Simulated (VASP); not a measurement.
# Sb in VASP: settings compared, part 2 of 2

VASP 6.6.1.

### 5 Electric field gradients, PBE (volume scaled by 1.06)

Contents of INCAR:

```
  PREC = Accurate
  ENCUT = 400
  EDIFF = 1E-8
  ISMEAR = -1
  SIGMA = 0.05
  LREAL = F
  LASPH = T
  NELM = 120
  ALGO = Normal
  ISIF = 2
  LWAVE = F
  LCHARG = F
  GGA = PE
  LEFG = T
  NBANDS = 8
  GGA_COMPAT = F
```

Contents of KPOINTS:

```
regular mesh
0
Gamma
  12 12 12
```

Contents of POSCAR:

```
Sb
1.0
    0.0000000000      2.3502075557      2.3502075557
    2.3502075557      0.0000000000      2.3502075557
    2.3502075557      2.3502075557      0.0000000000
Sb
1
Direct
    0.0000000000      0.0000000000      0.0000000000
```

Potentials or basis: VASP PAW PBE potentials, release 64 (Sb).

Launch:

```console
$ cat potpaw_PBE.64/Sb/POTCAR > POTCAR
$ mpirun -np 1 vasp_std > vasp.out
```

OUTCAR:

```text
PREC = Accurate
   ENCUT = 400
   EDIFF = 1E-8
   ISMEAR = -1
   LREAL = F
   LASPH = T
   NELM = 120
   ISIF = 2
   GGA = PE

 ion  position               nearest neighbor table
   1  0.000  0.000  0.000-

  LATTYP: Found a face centered cubic cell.
 ALAT       =     4.7004151114

  Lattice vectors:

 A1 = (   0.0000000000,   2.3502075557,   2.3502075557)
 A2 = (   2.3502075557,   0.0000000000,   2.3502075557)
[... 470 lines left out ...]
    total drift:                                0.000000      0.000000      0.000000

  FREE ENERGIE OF THE ION-ELECTRON SYSTEM (eV)
  ---------------------------------------------------
  free  energy   TOTEN  =        -3.8057573875 eV

  energy  without entropy=       -3.7982941710  energy(sigma->0) =       -3.80202578

 Electric field gradients (V/A^2)
---------------------------------------------------------------------
 ion       V_xx      V_yy      V_zz      V_xy      V_xz      V_yz
---------------------------------------------------------------------
   1      -0.000    -0.000    -0.000    -0.000    -0.000    -0.000
---------------------------------------------------------------------

 Electric field gradients after diagonalization (V/A^2)
 (convention: |V_zz| > |V_xx| > |V_yy|)
----------------------------------------------------------------------
 ion       V_xx      V_yy      V_zz     asymmetry (V_yy - V_xx)/ V_zz
----------------------------------------------------------------------
   1       0.000     0.000    -0.000       0.000
----------------------------------------------------------------------

           NMR quadrupolar parameters

 Cq : quadrupolar parameter    Cq=e*Q*V_zz/h
 eta: asymmetry parameters     (V_yy - V_xx)/ V_zz
 Q  : nuclear electric quadrupole moment in mb (millibarn)
----------------------------------------------------------------------
 ion       Cq(MHz)       eta       Q (mb)
----------------------------------------------------------------------
   1      -0.000       0.000       1.000
----------------------------------------------------------------------
```

It took 15 s on 1 thread of Intel Xeon 8259CL, shared host; peak memory 0.14 GiB.

Results:

```
Free energy : -3.8058 eV
Pressure    : 3.8 GPa
```

Caveat: the cell differs from its parent crystal (volume scaled by 1.06); without QUAD_EFG the Cq values of the log hold for a quadrupole moment of 1 mb, not for the nuclei; spin-orbit coupling is left out, which moves the levels of the heavy elements.

### 6 Electric field gradients, LDA

This run uses another cell than the first one, of 24.49 Å³/atom, 0.943 times its volume.

Contents of INCAR:

```
SYSTEM = Sb
PREC = Accurate
ENCUT = 520
EDIFF = 1E-8
ISMEAR = -1
SIGMA = 0.05
LREAL = .False.
LASPH = .True.
NELM = 80
ALGO = Normal
ISIF = 2
LWAVE = .False.
LCHARG = .False.
GGA = CA
LEFG = .True.
NBANDS = 8
```

Contents of KPOINTS:

```
regular mesh
0
Gamma
  12 12 12
  0 0 0
```

Contents of POSCAR:

```
Sb
1.0
    0.0000000000      2.3050000000      2.3050000000
    2.3050000000      0.0000000000      2.3050000000
    2.3050000000      2.3050000000      0.0000000000
Sb
1
Direct
    0.0000000000      0.0000000000      0.0000000000
```

Potentials or basis: VASP PAW LDA potentials, release 64 (Sb).

Launch:

```console
$ cat potpaw_LDA.64/Sb/POTCAR > POTCAR
$ mpirun -np 1 vasp_std > vasp.out
```

OUTCAR:

```text
SYSTEM = Sb
   PREC = Accurate
   ENCUT = 520
   EDIFF = 1E-8
   ISMEAR = -1
   LREAL = .False.
   LASPH = .True.
   NELM = 80
   ISIF = 2
   GGA = CA

 ion  position               nearest neighbor table
   1  0.000  0.000  0.000-

  LATTYP: Found a face centered cubic cell.
 ALAT       =     4.6100000000

  Lattice vectors:

 A1 = (   0.0000000000,   2.3050000000,   2.3050000000)
 A2 = (   2.3050000000,   0.0000000000,   2.3050000000)
 A3 = (   2.3050000000,   2.3050000000,   0.0000000000)

Analysis of symmetry for initial positions (statically):
=====================================================================
 Subroutine PRICEL returns:
 Original cell was already a primitive cell.

 Routine SETGRP: Setting up the symmetry group for a
 face centered cubic supercell.

[... 444 lines left out ...]
  external PRESSURE =      40.0441479 kB  Pullay stress =       0.0000000 kB

 VOLUME and BASIS-vectors are now :
 -----------------------------------------------------------------------------
  energy-cutoff  :      520.00
  volume of cell :       24.49
      direct lattice vectors                 reciprocal lattice vectors
     0.000000000  2.305000000  2.305000000    -0.216919740  0.216919740  0.216919740
     2.305000000  0.000000000  2.305000000     0.216919740 -0.216919740  0.216919740
     2.305000000  2.305000000  0.000000000     0.216919740  0.216919740 -0.216919740

 POSITION                                       TOTAL-FORCE (eV/Angst)
 -----------------------------------------------------------------------------------
      0.00000      0.00000      0.00000        -0.000000      0.000000     -0.000000
 -----------------------------------------------------------------------------------
    total drift:                               -0.000000      0.000000     -0.000000

  FREE ENERGIE OF THE ION-ELECTRON SYSTEM (eV)
  ---------------------------------------------------
  free  energy   TOTEN  =        -4.5158558116 eV

  energy  without entropy=       -4.5092407480  energy(sigma->0) =       -4.51254828

 Electric field gradients (V/A^2)
---------------------------------------------------------------------
 ion       V_xx      V_yy      V_zz      V_xy      V_xz      V_yz
---------------------------------------------------------------------
   1      -0.000    -0.000     0.000     0.000     0.000     0.000
---------------------------------------------------------------------

 Electric field gradients after diagonalization (V/A^2)
 (convention: |V_zz| > |V_xx| > |V_yy|)
----------------------------------------------------------------------
 ion       V_xx      V_yy      V_zz     asymmetry (V_yy - V_xx)/ V_zz
----------------------------------------------------------------------
   1      -0.000    -0.000     0.000       0.000
----------------------------------------------------------------------

           NMR quadrupolar parameters

 Cq : quadrupolar parameter    Cq=e*Q*V_zz/h
 eta: asymmetry parameters     (V_yy - V_xx)/ V_zz
 Q  : nuclear electric quadrupole moment in mb (millibarn)
----------------------------------------------------------------------
 ion       Cq(MHz)       eta       Q (mb)
----------------------------------------------------------------------
   1       0.000       0.000       1.000
----------------------------------------------------------------------
```

OSZICAR:

```text
N       E                     dE             d eps       ncg     rms          rms(c)
DAV:   1     0.521556430811E+01    0.52156E+01   -0.16476E+03  1152   0.410E+02
DAV:   2    -0.441967831470E+01   -0.96352E+01   -0.92952E+01  1672   0.549E+01
DAV:   3    -0.452332829865E+01   -0.10365E+00   -0.10319E+00  1360   0.663E+00
DAV:   4    -0.452365512820E+01   -0.32683E-03   -0.32683E-03  1816   0.475E-01
DAV:   5    -0.452365549790E+01   -0.36969E-06   -0.36921E-06  1408   0.103E-02    0.212E+00
DAV:   6    -0.451872107273E+01    0.49344E-02   -0.12892E-03  1488   0.159E-01    0.123E+00
DAV:   7    -0.451586757067E+01    0.28535E-02   -0.25859E-03  1304   0.225E-01    0.251E-02
DAV:   8    -0.451585623726E+01    0.11333E-04   -0.26743E-05  1560   0.409E-02    0.898E-03
DAV:   9    -0.451585591674E+01    0.32052E-06   -0.35925E-07  1608   0.423E-03    0.137E-03
DAV:  10    -0.451585581435E+01    0.10239E-06   -0.10695E-07  1472   0.169E-03    0.184E-03
DAV:  11    -0.451585581158E+01    0.27642E-08   -0.13907E-09  1528   0.296E-04
   1 F= -.45158558E+01 E0= -.45125483E+01  d E =-.661506E-02
```

stdout:

```text
POSCAR found type information on POSCAR Sb
 POSCAR found :  1 types and       1 ions
 scaLAPACK will be used
 LDA part: xc-table for (Slater(with rela. corr.)+CA(PZ))
 , standard interpolation
 POSCAR, INCAR and KPOINTS ok, starting setup
 FFT: planning ... GRIDC
 FFT: planning ... GRID_SOFT
 FFT: planning ... GRID
 WAVECAR not read
 entering main loop
ion   1
```

Wall time 8 s (1 thread of AMD EPYC 7R13 (Zen 3), shared host); peak memory 0.1 GiB.

Results:

| Property | Result |
| --- | --- |
| Free energy | -4.5159 eV |
| Pressure | 4.0 GPa |

Caveat: without QUAD_EFG the Cq values of the log hold for a quadrupole moment of 1 mb, not for the nuclei; spin-orbit coupling is left out, which moves the levels of the heavy elements.

### 7 The runs side by side

| level | potentials or basis | cell | cutoff (eV) | gap on the mesh (eV) | pressure (GPa) |
| --- | --- | --- | --- | --- | --- |
| PBE | VASP PAW PBE potentials, release 64 (Sb) | a = 3.324 Å, angles 60.0°, 1 atom | 520 | none | 3.8 |
| PBE | VASP PAW PBE potentials, release 64 (Sb) | a = 3.193 Å, angles 60.0°, 1 atom | 520 | none | 15.3 |
| PBE | VASP PAW PBE potentials, release 64 (Sb) | a = 3.260, b = 3.260, c = 3.227 Å, angles 60.3, 60.3, 60.7°, 1 atom | 400 | none | 8.7 |
| PBE | VASP PAW PBE potentials, release 64 (Sb) | a = 3.324 Å, angles 60.0°, 1 atom | 400 | none | 3.8 |
| LDA | VASP PAW LDA potentials, release 64 (Sb) | a = 3.260 Å, angles 60.0°, 1 atom | 520 | none | 4.0 |

Alike in all rows: task electric field gradients; no spin polarisation; k mesh 12 × 12 × 12; smearing fermi-dirac 0.05 eV.

Caveats: spin-orbit coupling is left out, which moves the levels of the heavy elements.

Absolute energies hang on the potentials; compare differences alone.
